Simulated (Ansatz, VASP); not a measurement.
# One calculation of Hf, two programs

```
Hf
1.0
     0.00000    2.62433    2.62433
     2.62433    0.00000    2.62433
     2.62433    2.62433    0.00000
Hf
2
Direct
  0.87500 0.87500 0.87500
  0.12500 0.12500 0.12500
```

Change from the starting cell: volume scaled by 0.6, LAPW.

Alike in both runs: task single point; functional LDA; k mesh 11 × 11 × 11; occupations fermi-dirac, width 0.05 eV; no spin polarisation.

```csv
,VASP,Ansatz
version,VASP 6.6.1,Ansatz 0.2.0
potentials or method,"VASP PAW LDA potentials, release 64 (Hf_pv), cutoff 520 eV","all-electron LAPW, scalar-relativistic"
```

```csv
,VASP,Ansatz,Ansatz less VASP
pressure (GPa),58.0,59.8,+1.80
```

LDA's correlation is that of Perdew and Zunger in VASP and of Perdew and Wang (1992) in Ansatz. Both programs put the cell under a high pressure, so it lies far from rest at this level. Ansatz ran all-electron here, and VASP with PAW potentials.

Neither program's run includes spin-orbit coupling.
